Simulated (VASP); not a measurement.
Runs of VASP 6.6.1 on SrO. The structure is that of space group Fm-3m (No. 225), or close to it. The cells are those of the table. 

```csv
cell,gap on the mesh (eV),pressure (GPa)
"a = 3.634, b = 3.662 Å, angles 59.8, 59.5, 59.8°, 2 atoms",3.72,1.7
"a = 3.634, b = 3.689 Å, angles 59.5, 59.0, 59.5°, 2 atoms",3.70,1.7
"a = 3.635, b = 3.562 Å, angles 60.7, 61.3, 60.7°, 2 atoms",3.69,1.7
"a = 3.635, b = 3.698 Å, angles 59.4, 58.8, 59.4°, 2 atoms",3.70,1.7
"a = 3.634, b = 3.652 Å, angles 59.8, 59.7, 59.8°, 2 atoms",3.73,1.7
"a = 3.634, b = 3.598 Å, angles 60.3, 60.7, 60.3°, 2 atoms",3.72,1.7
"a = 3.634, b = 3.680 Å, angles 59.6, 59.2, 59.6°, 2 atoms",(a),1.7
"a = 3.634, b = 3.643 Å, angles 59.9, 59.8, 59.9°, 2 atoms",3.74,1.7
```

Alike in all rows: task single point; level r2SCAN; potentials or basis VASP PAW PBE potentials, release 64 (Sr_sv, O); no spin polarisation; k mesh 8 × 8 × 8; cutoff (eV) 520; smearing gaussian 0.05 eV.

**Question.** Fill in the values left out.

**Answer.** (a) 3.71.

Caveats: the PAW data sets were made with another functional, which shifts forces and pressure a little.

A k mesh can miss the band edges, and the runs leave out spin-orbit coupling on Sr.
